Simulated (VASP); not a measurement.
# Pr4O (P1) in VASP: relaxation of cell and atoms with PBE

Aim: the relaxation of cell and atoms of Pr4O with PBE.

Everything below comes from runs of VASP 6.6.1. Logs are shortened: lines on timing, memory, paths and dates and some standing lists are left out, and cuts for length are marked.

## (1) The cell of the first run

The typed cell holds 10 atoms: a = 5.260 Å, b = 5.227 Å, c = 10.453 Å, α = 91.36°, β = 89.67°, γ = 90.13°.

## (2) Relaxation of cell and atoms, PBE

File INCAR:

```
ALGO = Normal ; EDIFF = 1E-7
EDIFFG = -0.025 ; ENCUT = 600
GGA = PE ; GGA_COMPAT = F
IBRION = 2 ; ISIF = 3
ISMEAR = 0 ; LASPH = T
LCHARG = F ; LMAXMIX = 6
LREAL = F ; LWAVE = F
NELM = 200 ; NELMIN = 4
NSW = 80 ; PREC = Accurate
SIGMA = 0.2
```

File KPOINTS:

```
k-points
0
Gamma
  4 4 2
```

File POSCAR:

```
Pr4O
1.0
   -5.2603054579     -0.0149814191      0.0060842822
    0.0060842822      0.0621053352     -5.2265622778
   -0.0299628381    -10.4521905688      0.1242106704
Pr O
8 2
Direct
    0.0020173647      0.5174656721      0.7503851894
    0.0159043646      0.5045731733      0.2413889286
    0.4884742509     -0.0020506521      0.7525680249
    0.4783690079      0.0050236965      0.2524493838
    0.5014110645      0.4905797082      0.9981675778
    0.5053273474      0.4836437822      0.5039089315
    0.9987984498      0.9948234225      1.0006614198
    1.0065712381      0.9946311775      0.4964563507
    0.4996141421      0.5055912188      0.7545841250
    0.5035127699      0.5057188010      0.2494300686
```

Potentials or basis: VASP PAW PBE potentials, release 64 (Pr_3, O), 4f in core.

Command:

```console
$ cat potpaw_PBE.64/Pr_3/POTCAR potpaw_PBE.64/O/POTCAR > POTCAR
$ mpirun -np 1 vasp_std > vasp.out
```

OUTCAR:

```text
EDIFF = 1E-7
   EDIFFG = -0.025
   ENCUT = 600
   GGA = PE
   IBRION = 2
   ISIF = 3
   ISMEAR = 0
   LASPH = T
   LREAL = F
   NELM = 200
   NELMIN = 4
   NSW = 80
   PREC = Accurate

 ion  position               nearest neighbor table
   1  0.002  0.517  0.750-   9 2.62   9 2.64   7 3.57   3 3.58   6 3.68   8 3.69   6 3.69   5 3.69
                             3 3.69   5 3.70   3 3.74   8 3.76   3 3.83   7 3.83
   2  0.016  0.505  0.241-  10 2.57  10 2.70   4 3.57   4 3.58   5 3.59   7 3.62   7 3.64   8 3.65
                             5 3.72   6 3.78   8 3.81   6 3.83   4 3.85   4 3.86
   3  0.488  0.998  0.753-   9 2.57   9 2.65   1 3.58   5 3.59   7 3.64   6 3.68   1 3.69   6 3.70
                             8 3.70   5 3.74   1 3.74   7 3.74   8 3.81   1 3.83
   4  0.478  0.005  0.252-  10 2.61  10 2.62   8 3.55   2 3.57   2 3.58   6 3.59   7 3.66   5 3.72
                             5 3.74   8 3.78   7 3.79   6 3.83   2 3.85   2 3.86
   5  0.501  0.491  0.998-   9 2.55  10 2.63   2 3.59   3 3.59   7 3.69   1 3.69   7 3.70   1 3.70
                             7 3.71   4 3.72   2 3.72   3 3.74   7 3.74   4 3.74
   6  0.505  0.484  0.504-   9 2.62  10 2.67   4 3.59   8 3.66   8 3.68   3 3.68   1 3.68   1 3.69
                             3 3.70   8 3.75   8 3.75   2 3.78   2 3.83   4 3.83
   7  0.999  0.995  0.001-   1 3.57   2 3.62   2 3.64   3 3.64   4 3.66   5 3.69   5 3.70   5 3.71
                             5 3.74   3 3.74   4 3.79   1 3.83
   8  0.007  0.995  0.496-   4 3.55   2 3.65   6 3.66   6 3.68   1 3.69   3 3.70   6 3.75   6 3.75
                             1 3.76   4 3.78   3 3.81   2 3.81
   9  0.500  0.506  0.755-   5 2.55   3 2.57   1 2.62   6 2.62   1 2.64   3 2.65
  10  0.504  0.506  0.249-   2 2.57   4 2.61   4 2.62   5 2.63   6 2.67   2 2.70

  LATTYP: Found a triclinic cell.
 ALAT       =    10.4529715272
 B/A-ratio  =     0.5000429571
 C/A-ratio  =     0.5032377919
 COS(alpha) =     0.0023544113
 COS(beta)  =     0.0057279596
 COS(gamma) =     0.0237662004

  Lattice vectors:

 A1 = (  -0.0299628381, -10.4521905688,   0.1242106704)
 A2 = (  -0.0060842822,  -0.0621053352,   5.2265622778)
 A3 = (  -5.2603054579,  -0.0149814191,   0.0060842822)

Analysis of symmetry for initial positions (statically):
=====================================================================
 Subroutine PRICEL returns:
 Original cell was already a primitive cell.

 Routine SETGRP: Setting up the symmetry group for a
 triclinic supercell.

 Subroutine GETGRP returns: Found  1 space group operations
 (whereof  1 operations were pure point group operations)
 out of a pool of  2 trial point group operations.

The static configuration has the point symmetry C_1 .

Analysis of symmetry for dynamics (positions and initial velocities):
=====================================================================
 Subroutine PRICEL returns:
 Original cell was already a primitive cell.

 Routine SETGRP: Setting up the symmetry group for a
 triclinic supercell.

 Subroutine GETGRP returns: Found  1 space group operations
 (whereof  1 operations were pure point group operations)
 out of a pool of  2 trial point group operations.
[... 118 lines left out ...]
   ISIF   =      3    stress and relaxation
   ISYM   =      2    0-nonsym 1-usesym 2-fastsym
   POTIM  = 0.5000    time-step for ionic-motion
   TEBEG  =    0.0;   TEEND  =   0.0 temperature during run
   PSTRESS=    0.0 pullay stress
   NELECT =     100.0000    total number of electrons
   NUPDOWN=      -1.0000    fix difference up-down
   EMIN   =  10.00;   EMAX   =-10.00  energy-range for DOS
   EFERMI =   0.00;   METHOD = LEGACY
   ISMEAR =     0;   SIGMA  =   0.20  broadening in eV -4-tet -1-fermi 0-gaus
   EFERMI_NEDOS =   21; number of points for ismear=-14 and -15
   IALGO  =     38    algorithm
   IMIX   =      4    mixing-type and parameters
     AMIX     =   0.40;   BMIX     =  1.00
     AMIX_MAG =   1.60;   BMIX_MAG =  1.00
  volume/ion in A,a.u.               =      28.73       193.89
  Fermi-wavevector in a.u.,A,eV,Ry     =   1.151556  2.176126 18.042439  1.326082
  Thomas-Fermi vector in A             =   2.288213
   LORBIT       =      0    0 simple, 1 ext, 2 COOP (PROOUT), +10 PAW based schemes
   GGA     = PE    functional components
   LHFCALC =     F    Hartree Fock is set to
   AEXX    =    0.0000 exact exchange contribution
   IVDW    =     0    specifies the selected vdW correction
   LEPSILON=     F    determine dielectric tensor
   LRPA    =     F    only Hartree local field effects (RPA)
 conjugate gradient relaxation of ions
 non-spin polarized calculation
 Gauss-broadening in eV      SIGMA  =   0.20
  energy-cutoff  :      600.00
  volume of cell :      287.32
 maximum number of plane-waves:      9615
   NGX = 21   NGY = 21   NGZ = 41

--------------------------------------- Ionic step        1  -------------------------------------------

 number of electron     100.0000001 magnetization

 Free energy of the ion-electron system (eV)
  ---------------------------------------------------
  ext. energy  EPLUGINS =         0.00000000
  ---------------------------------------------------
  free energy    TOTEN  =       -58.40623581 eV

  energy without entropy =      -58.20536035  energy(sigma->0) =      -58.30579808

 E-fermi :   3.9143     XC(G=0):  -9.9052

 val. band max:        3.9114437166   @ k =  -0.2500   0.2500   0.5000
 cond. band min:       3.9186326503   @ k =  -0.0000   0.2500   0.0000
 fundamental gap:      0.0071889337
 Fermi energy:         3.9143380677

 k-point     1 :       0.0000    0.0000    0.0000
  band No.  band energies     occupation
      1     -32.5081      2.00000
      2     -32.4383      2.00000
      3     -32.4054      2.00000
      4     -32.3469      2.00000
      5     -32.3294      2.00000
      6     -32.3255      2.00000
[... 1374 lines left out ...]
  FREE ENERGIE OF THE ION-ELECTRON SYSTEM (eV)
  ---------------------------------------------------
  free  energy   TOTEN  =       -58.5316291750 eV

  energy  without entropy=      -58.3388783169  energy(sigma->0) =      -58.43525375

[... ionic steps 4 to 7 ...]

--------------------------------------- Ionic step        8  -------------------------------------------

 number of electron      99.9999987 magnetization

------------------------ aborting loop because EDIFF is reached ----------------------------------------
[... 83 lines left out ...]
--------------------------------------- Ionic step       10  -------------------------------------------

 number of electron      99.9999987 magnetization

 Free energy of the ion-electron system (eV)
  ---------------------------------------------------
  ext. energy  EPLUGINS =         0.00000000
  ---------------------------------------------------
  free energy    TOTEN  =       -58.62284463 eV

  energy without entropy =      -58.41734164  energy(sigma->0) =      -58.52009313

 E-fermi :   4.1337     XC(G=0): -10.0723

 val. band max:        4.1051319930   @ k =  -0.0000   0.5000   0.5000
 cond. band min:       4.3160237081   @ k =  -0.0000   0.5000   0.5000
 fundamental gap:      0.2108917151
 Fermi energy:         4.1336697612

 k-point     1 :       0.0000    0.0000    0.0000
  band No.  band energies     occupation
      1     -32.2116      2.00000
      2     -32.1340      2.00000
      3     -32.0857      2.00000
      4     -32.0189      2.00000
      5     -32.0189      2.00000
      6     -32.0180      2.00000
[... 1286 lines left out ...]
  FREE ENERGIE OF THE ION-ELECTRON SYSTEM (eV)
  ---------------------------------------------------
  free  energy   TOTEN  =       -58.6228446267 eV

  energy  without entropy=      -58.4173416409  energy(sigma->0) =      -58.52009313

 reached required accuracy - stopping structural energy minimisation
```

OSZICAR:

```text
N       E                     dE             d eps       ncg     rms          rms(c)
DAV:   1     0.989068681982E+03    0.98907E+03   -0.51936E+04  2400   0.174E+03
DAV:   2     0.282313967940E+02   -0.96084E+03   -0.93833E+03  2704   0.417E+02
DAV:   3    -0.575720079012E+02   -0.85803E+02   -0.84022E+02  3628   0.102E+02
[... 127 lines left out ...]
DAV:   7    -0.586228474169E+02   -0.59507E-06   -0.17239E-05  3096   0.194E-02    0.405E-03
DAV:   8    -0.586228442717E+02    0.31452E-05   -0.70607E-06  3556   0.946E-03    0.229E-03
DAV:   9    -0.586228445074E+02   -0.23576E-06   -0.11532E-06  2700   0.399E-03    0.950E-04
DAV:  10    -0.586228446585E+02   -0.15109E-06   -0.10001E-07  1604   0.133E-03    0.598E-04
DAV:  11    -0.586228446267E+02    0.31836E-07   -0.45925E-08  1444   0.915E-04
  10 F= -.58622845E+02 E0= -.58520093E+02  d E =-.930964E-03
```

Wall time 44 min (1 thread of AMD EPYC 9R14 (Zen 4), shared host); peak memory 0.58 GiB.

What came out:

```
Free energy                           : -58.6228 eV
Relaxed volume                        : 27.66 Å³/atom
Relaxed cell                          : a = 5.171 Å, b = 5.171 Å, c = 10.344 Å, α = 90.00°, β = 90.00°, γ = 90.00°
Space group after relaxing (to 0.1 Å) : Pm-3m (No. 221)
Energy gained by relaxing             : 21.7 meV/atom
Ionic steps                           : 10
Pressure after relaxing               : 0.0 GPa
Largest force after relaxing          : 0.013 eV/Å
Band gap on the k mesh                : zero (bands 50 and 51 overlap by 1.72 eV)
```

Forces in eV/Å, atoms in the order of the input:
```
Pr  -0.004  0.008  0.005
Pr  -0.002 -0.008  0.004
Pr  -0.010  0.006  0.005
Pr   0.003  0.000 -0.006
Pr  -0.001  0.002 -0.002
Pr   0.008 -0.006 -0.007
Pr  -0.001  0.000  0.005
Pr   0.005 -0.001 -0.003
O   -0.004  0.001  0.003
O    0.004 -0.002 -0.004
```

Step by step:
| step | energy change (eV) | largest force (eV/Å) | pressure (GPa) | volume (Å³) |
| --- | --- | --- | --- | --- |
| 1 | 0.0000 | 0.6221 | -1.71 | 287.32 |
| 2 | -0.1239 | 0.4766 | 0.43 | 274.71 |
| 3 | -0.1254 | 0.4576 | 0.72 | 273.18 |
| 4 | -0.1762 | 0.2937 | 0.42 | 274.59 |
| 5 | -0.2027 | 0.1300 | 0.04 | 276.51 |
| 6 | -0.2126 | 0.0899 | -0.06 | 277.09 |
| 7 | -0.2143 | 0.0677 | -0.13 | 277.44 |
| 8 | -0.2157 | 0.0414 | 0.09 | 276.25 |
| 9 | -0.2157 | 0.0386 | 0.12 | 276.12 |
| 10 | -0.2166 | 0.0129 | 0.03 | 276.58 |

Final structure:
```cif
data_structure
_symmetry_space_group_name_H-M 'P 1'
_symmetry_Int_Tables_number 1
_cell_length_a 5.1710
_cell_length_b 5.1709
_cell_length_c 10.3440
_cell_angle_alpha 90.004
_cell_angle_beta 90.002
_cell_angle_gamma 90.000
_cell_volume 276.58
loop_
_atom_site_label
_atom_site_type_symbol
_atom_site_fract_x
_atom_site_fract_y
_atom_site_fract_z
_atom_site_occupancy
Pr1 Pr 0.99955 0.50051 0.75020 1
Pr2 Pr 0.00024 0.49994 0.24976 1
Pr3 Pr 0.49926 0.00039 0.75015 1
Pr4 Pr 0.50038 0.99957 0.24999 1
Pr5 Pr 0.49991 0.49997 0.00004 1
Pr6 Pr 0.50049 0.49960 0.49989 1
Pr7 Pr 0.99985 0.00029 0.00002 1
Pr8 Pr 0.00032 0.99979 0.49997 1
O1 O 0.49949 0.50039 0.75005 1
O2 O 0.50051 0.49954 0.24993 1
```

Levels at points of the mesh, in eV from the Fermi level:
```tsv
k point	band 48	band 49	band 50	band 51	band 52	band 53
(0.00, 0.00, 0.00)	-1.48	-0.86	-0.45	-0.32	0.40	0.40
(0.50, 0.00, 0.00)	-0.14	-0.14	0.35	0.37	0.37	0.40
(0.00, 0.50, 0.00)	-0.14	-0.14	0.35	0.37	0.37	0.40
(0.50, 0.50, 0.00)	-0.14	0.35	0.37	0.37	0.47	0.81
(0.00, 0.00, 0.50)	-1.21	-0.89	-0.89	-0.89	-0.89	0.75
(0.50, 0.00, 0.50)	-0.06	-0.03	-0.03	0.18	0.19	0.38
(0.00, 0.50, 0.50)	-0.06	-0.03	-0.03	0.18	0.19	0.38
(0.50, 0.50, 0.50)	-0.81	0.83	0.83	0.93	0.93	0.93
```

Caveat: spin-orbit coupling is left out, which moves the levels of the heavy elements; the 4f electrons are frozen in the core, so they carry no moment and show no levels; the run has no spin polarisation, though such a crystal can be magnetic. With open d or f shells a metallic result of PBE can be an artefact of self-interaction; +U or a hybrid may open a gap.

The gap in the log of VASP goes by the Fermi energy; the results here count the filled bands.